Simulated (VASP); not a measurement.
# BaTiO3 (P4mm) in VASP: further runs

Runs on BaTiO3. Level: PBE+U. Tasks: single point.

All numbers are computed with VASP 6.6.1; they aren't measurements. Logs are shortened: lines on timing, memory, paths and dates and some standing lists are left out, and cuts for length are marked.

### Step 1. The cell of the first run

It takes space group P4mm (No. 99, tetragonal). The conventional cell has a = 3.966 Å, b = 3.966 Å, c = 3.968 Å, α = 90.00°, β = 90.00°, γ = 90.00°. Ba (site symmetry 4mm) has 12 O at 2.80 to 2.81 Å and 8 Ti at 3.43 to 3.44 Å within 3.7 Å. Ti (site symmetry 4mm) has 6 O at 1.97 to 1.99 Å within 2.6 Å. Within 2.6 Å of O (site symmetry 4mm) lie 2 Ti at 1.97 to 1.99 Å. O (site symmetry 2mm) has 2 Ti at 1.98 Å within 2.6 Å.

### Step 2. Single point, PBE+U (12.48 Å³/atom)

The input, INCAR:

```
SYSTEM = BaTiO3
ALGO     = Normal         ! electronic algorithm
EDIFF    = 1E-6           ! SCF threshold, eV
ENCUT    = 520            ! plane-wave cutoff, eV
GGA      = PE             ! functional
ISIF     = 2              ! what is computed and relaxed
ISMEAR   = 0              ! smearing method
LASPH    = .True.         ! aspherical terms in the spheres
LCHARG   = .False.        ! write CHGCAR
LDAU     = .True.         ! DFT+U
LDAUJ    = 0 0 0        
LDAUL    = -1 2 -1        ! shell
LDAUPRINT= 1            
LDAUTYPE = 2            
LDAUU    = 0 4 0          ! U, eV
LMAXMIX  = 4              ! l up to which the mixer works
LREAL    = .False.        ! projectors in reciprocal space
LWAVE    = .False.        ! write WAVECAR
NBANDS   = 28             ! bands
NELM     = 150            ! most SCF steps
PREC     = Accurate       ! precision mode
SIGMA    = 0.02           ! smearing width, eV
```

The input, KPOINTS:

```
k-points
0
Gamma
  8 8 8
  0 0 0
```

The input, POSCAR:

```
BaTiO3
1.0
    3.9662838031      0.0000000000      0.0000000000
    0.0000000000      3.9662838031      0.0000000000
    0.0000000000      0.0000000000      3.9675202650
Ba Ti O
1 1 3
Direct
    0.0000000000      0.0000000000      0.0080403461
    0.5000000000      0.5000000000      0.5069346564
    0.5000000000      0.5000000000      0.0096880335
    0.5000000000      0.0000000000      0.5091684821
    0.0000000000      0.5000000000      0.5091684821
```

Potentials or basis: VASP PAW PBE potentials, release 64 (Ba_sv, Ti_sv, O).

On the command line:

```sh
$ cat potpaw_PBE.64/Ba_sv/POTCAR potpaw_PBE.64/Ti_sv/POTCAR potpaw_PBE.64/O/POTCAR > POTCAR
$ mpirun -np 1 vasp_std > vasp.out
```

OUTCAR:

```text
SYSTEM = BaTiO3
   EDIFF = 1E-6
   ENCUT = 520
   GGA = PE
   ISIF = 2
   ISMEAR = 0
   LASPH = .True.
   LREAL = .False.
   NELM = 150
   PREC = Accurate

 ion  position               nearest neighbor table
   1  0.000  0.000  0.008-   4 2.80   5 2.80   5 2.80   4 2.80   3 2.80   3 2.80   3 2.80   3 2.80
                             4 2.81   5 2.81   5 2.81   4 2.81   2 3.43   2 3.43   2 3.43   2 3.43
   2  0.500  0.500  0.507-   3 1.97   4 1.98   5 1.98   4 1.98   5 1.98   3 1.99   1 3.43   1 3.43
                             1 3.43   1 3.43   1 3.44   1 3.44   1 3.44   1 3.44
   3  0.500  0.500  0.010-   2 1.97   2 1.99   1 2.80   1 2.80   1 2.80   1 2.80
   4  0.500  0.000  0.509-   2 1.98   2 1.98   1 2.80   1 2.80   1 2.81   1 2.81
   5  0.000  0.500  0.509-   2 1.98   2 1.98   1 2.80   1 2.80   1 2.81   1 2.81

  LATTYP: Found a simple tetragonal cell.
 ALAT       =     3.9662838031
 C/A-ratio  =     1.0003117432

  Lattice vectors:

 A1 = (   3.9662838031,   0.0000000000,   0.0000000000)
 A2 = (   0.0000000000,   3.9662838031,   0.0000000000)
 A3 = (   0.0000000000,   0.0000000000,   3.9675202650)

Analysis of symmetry for initial positions (statically):
=====================================================================
 Subroutine PRICEL returns:
 Original cell was already a primitive cell.

 Routine SETGRP: Setting up the symmetry group for a
 simple tetragonal supercell.

 Subroutine GETGRP returns: Found  8 space group operations
 (whereof  8 operations were pure point group operations)
 out of a pool of 16 trial point group operations.

The static configuration has the point symmetry C_4v.

Analysis of symmetry for dynamics (positions and initial velocities):
=====================================================================
 Subroutine PRICEL returns:
 Original cell was already a primitive cell.

 Routine SETGRP: Setting up the symmetry group for a
 simple tetragonal supercell.

 Subroutine GETGRP returns: Found  8 space group operations
 (whereof  8 operations were pure point group operations)
 out of a pool of 16 trial point group operations.

The dynamic configuration has the point symmetry C_4v.

 Subroutine INISYM returns: Found  8 space group operations
 (whereof  8 operations are pure point group operations),
[... 155 lines left out ...]
 -0.0000 -0.0000  0.0000 -0.0000  0.2434

spin component  2

  0.1051 -0.0000  0.0000 -0.0000 -0.0000
 -0.0000  0.1051  0.0000 -0.0000 -0.0000
  0.0000  0.0000  0.2433 -0.0000  0.0000
 -0.0000 -0.0000 -0.0000  0.1051 -0.0000
 -0.0000 -0.0000  0.0000 -0.0000  0.2434

 occupancies and eigenvectors

  o =  0.1051  v =  1.0000  0.0000  0.0000  0.0000  0.0000  0.0000  0.0000  0.0000  0.0000  0.0000      0.0000  0.0000  0.0000  0.0000  0.0000  0.0000  0.0000  0.0000  0.0000  0.0000
  o =  0.1051  v =  0.0000  0.0000  0.0000  0.0000  0.0000  1.0000  0.0000  0.0000  0.0000  0.0000      0.0000  0.0000  0.0000  0.0000  0.0000  0.0000  0.0000  0.0000  0.0000  0.0000
  o =  0.1051  v =  0.0000  0.9996 -0.0000  0.0265 -0.0000  0.0000  0.0000  0.0000  0.0000  0.0000      0.0000  0.0000  0.0000  0.0000  0.0000  0.0000  0.0000  0.0000  0.0000  0.0000
  o =  0.1051  v =  0.0000  0.0000  0.0000  0.0000  0.0000  0.0000  0.9996 -0.0000  0.0265 -0.0000      0.0000  0.0000  0.0000  0.0000  0.0000  0.0000  0.0000  0.0000  0.0000  0.0000
  o =  0.1051  v =  0.0000 -0.0265 -0.0000  0.9996  0.0000  0.0000  0.0000  0.0000  0.0000  0.0000      0.0000  0.0000  0.0000  0.0000  0.0000  0.0000  0.0000  0.0000  0.0000  0.0000
  o =  0.1051  v =  0.0000  0.0000  0.0000  0.0000  0.0000  0.0000 -0.0265 -0.0000  0.9996  0.0000      0.0000  0.0000  0.0000  0.0000  0.0000  0.0000  0.0000  0.0000  0.0000  0.0000
  o =  0.2433  v =  0.0000 -0.0000  1.0000  0.0000  0.0000  0.0000  0.0000  0.0000  0.0000  0.0000      0.0000  0.0000  0.0000  0.0000  0.0000  0.0000  0.0000  0.0000  0.0000  0.0000
  o =  0.2433  v =  0.0000  0.0000  0.0000  0.0000  0.0000  0.0000 -0.0000  1.0000  0.0000  0.0000      0.0000  0.0000  0.0000  0.0000  0.0000  0.0000  0.0000  0.0000  0.0000  0.0000
  o =  0.2434  v =  0.0000  0.0000  0.0000  0.0000  0.0000  0.0000  0.0000 -0.0000 -0.0000  1.0000      0.0000  0.0000  0.0000  0.0000  0.0000  0.0000  0.0000  0.0000  0.0000  0.0000
  o =  0.2434  v =  0.0000  0.0000 -0.0000 -0.0000  1.0000  0.0000  0.0000  0.0000  0.0000  0.0000      0.0000  0.0000  0.0000  0.0000  0.0000  0.0000  0.0000  0.0000  0.0000  0.0000

 number of electron      39.9999990 magnetization

 Free energy of the ion-electron system (eV)
  ---------------------------------------------------
  ext. energy  EPLUGINS =         0.00000000
  ---------------------------------------------------
  free energy    TOTEN  =       -37.18629894 eV

  energy without entropy =      -37.18629894  energy(sigma->0) =      -37.18629894

 E-fermi :   4.3089     XC(G=0): -11.4098

 val. band max:        4.1843333559   @ k =   0.5000   0.5000   0.5000
 cond. band min:       6.4620315127   @ k =   0.0000   0.0000   0.0000
 fundamental gap:      2.2776981569
 Fermi energy:         4.3089253017

 k-point     1 :       0.0000    0.0000    0.0000
  band No.  band energies     occupation
      1     -53.4171      2.00000
      2     -29.5936      2.00000
      3     -29.5934      2.00000
      4     -29.5934      2.00000
      5     -20.5761      2.00000
      6     -12.8321      2.00000
[... 733 lines left out ...]
     27      12.2388      0.00000
     28      13.1059      0.00000

 [... further k-points ...]
[... 5 lines left out ...]
  --------------------------------------------------------------------------------------
  -------------------------------------------------------------------------------------
  Total        4.8799353      4.8799353      4.8593039      0.0000000      0.0000000      0.0000000
  in kB      125.2673594    125.2673594    124.7377519      0.0000000      0.0000000      0.0000000
  external PRESSURE =     125.0908236 kB  Pullay stress =       0.0000000 kB

 VOLUME and BASIS-vectors are now :
 -----------------------------------------------------------------------------
  energy-cutoff  :      520.00
  volume of cell :       62.41
      direct lattice vectors                 reciprocal lattice vectors
     3.966283803  0.000000000  0.000000000     0.252125176  0.000000000  0.000000000
     0.000000000  3.966283803  0.000000000     0.000000000  0.252125176  0.000000000
     0.000000000  0.000000000  3.967520265     0.000000000  0.000000000  0.252046602

 POSITION                                       TOTAL-FORCE (eV/Angst)
 -----------------------------------------------------------------------------------
      0.00000      0.00000      0.03190         0.000000     -0.000000      0.002153
      1.98314      1.98314      2.01127         0.000000      0.000000      0.045069
      1.98314      1.98314      0.03844         0.000000      0.000000     -0.044430
      1.98314      0.00000      2.02014         0.000000     -0.000000     -0.001396
      0.00000      1.98314      2.02014        -0.000000     -0.000000     -0.001396
 -----------------------------------------------------------------------------------
    total drift:                                0.000000      0.000000      0.000088

  FREE ENERGIE OF THE ION-ELECTRON SYSTEM (eV)
  ---------------------------------------------------
  free  energy   TOTEN  =       -37.1862989364 eV

  energy  without entropy=      -37.1862989364  energy(sigma->0) =      -37.18629894
```

It took 51 s on 1 thread of Intel Xeon 6975P-C (Granite Rapids), shared host; peak memory 0.26 GiB.

What came out:

| Item | Value |
| --- | --- |
| Free energy | -37.1863 eV |
| Pressure | 12.5 GPa |
| Largest force | 0.045 eV/Å |
| Band gap on the k mesh | 2.28 eV (least direct gap 2.44 eV) |

Forces on the atoms (eV/Å):
```
Ba   0.000  0.000  0.002
Ti   0.000  0.000  0.045
O    0.000  0.000 -0.044
O    0.000  0.000 -0.001
O    0.000  0.000 -0.001
```

Eigenvalues of the final occupation matrices:
```csv
site,spin,trace,eigenvalues
site 2 d,1,0.80,0.11 0.11 0.11 0.24 0.24
site 2 d,2,0.80,0.11 0.11 0.11 0.24 0.24
```

Caveat: the cell stands under pressure; spin-orbit coupling is left out, which moves the levels of the heavy elements. A k mesh can miss the band edges.

### Step 3. Single point, PBE+U

This run uses another cell than the first one, of 12.86 Å³/atom.

The input, INCAR:

```
PREC = Accurate
ENCUT = 520
EDIFF = 1E-7
ISMEAR = 0
SIGMA = 0.02
LREAL = False
LASPH = True
NELM = 150
ALGO = Normal
ISIF = 2
LWAVE = False
LCHARG = True
LMAXMIX = 4
LDAU = True
LDAUTYPE = 2
LDAUL = -1 2 -1
LDAUU = 0 4 0
LDAUJ = 0 0 0
LDAUPRINT = 1
GGA = PE
LELF = True
LVHAR = True
NBANDS = 28
```

The input, KPOINTS:

```
regular mesh
0
Gamma
  8 8 8
```

The input, POSCAR:

```
BaTiO3
1.0
    3.9998000000      0.0000000000      0.0000000000
    0.0000000000      3.9998000000      0.0000000000
    0.0000000000      0.0000000000      4.0180000000
Ba Ti O
1 1 3
Direct
    0.0000000000      0.0000000000      0.0000000000
    0.5000000000      0.5000000000      0.4900000000
    0.5000000000      0.5000000000      0.0190000000
    0.5000000000      0.0000000000      0.5170000000
    0.0000000000      0.5000000000      0.5170000000
```

Potentials or basis: VASP PAW PBE potentials, release 64 (Ba_sv, Ti_sv, O).

On the command line:

```sh
$ cat potpaw_PBE.64/Ba_sv/POTCAR potpaw_PBE.64/Ti_sv/POTCAR potpaw_PBE.64/O/POTCAR > POTCAR
$ mpirun -np 1 vasp_std > vasp.out
```

Run time: 60 s. Hardware: 1 thread of Intel Xeon 6975P-C (Granite Rapids), shared host; peak memory 0.26 GiB.

The run converged. Its results:

- Free energy: -37.2751 eV
- Pressure: 7.5 GPa
- Largest force: 0.473 eV/Å
- Band gap on the k mesh: 2.25 eV (least direct gap 2.56 eV)

Forces in eV/Å, atoms in the order of the input:
```
Ba   0.000  0.000  0.068
Ti   0.000  0.000  0.473
O    0.000  0.000 -0.274
O    0.000  0.000 -0.133
O    0.000  0.000 -0.133
```

Stress tensor (GPa, compression positive):
```
7.04 0.00 0.00
0.00 7.04 0.00
0.00 0.00 8.31
```

Levels at points of the mesh, in eV from the valence-band top:
```csv
k point,band 17,band 18,band 19,band 20,band 21,band 22,band 23,band 24
"(0.00, 0.00, 0.00)",-1.15,-0.34,-0.31,-0.31,2.25,2.41,2.41,4.01
"(0.50, 0.00, 0.00)",-1.75,-1.68,-0.98,-0.90,2.58,3.93,3.94,4.04
"(0.50, 0.50, 0.00)",-1.92,-0.99,-0.99,-0.09,3.96,3.96,4.39,4.66
"(0.00, 0.00, 0.50)",-1.86,-1.86,-0.78,-0.78,2.44,3.97,3.97,4.01
"(0.50, 0.00, 0.50)",-1.88,-0.92,-0.91,-0.17,3.96,3.99,4.36,4.79
"(0.50, 0.50, 0.50)",-2.33,-0.08,-0.08,0.00,4.59,4.59,4.61,6.47
```

Eigenvalues of the final occupation matrices:
| site | spin | trace | eigenvalues |
| --- | --- | --- | --- |
| site 2 d | 1 | 0.80 | 0.10 0.11 0.11 0.24 0.24 |
| site 2 d | 2 | 0.80 | 0.10 0.11 0.11 0.24 0.24 |

Caveat: the cell stands under pressure; spin-orbit coupling is left out, which moves the levels of the heavy elements. A k mesh can miss the band edges.
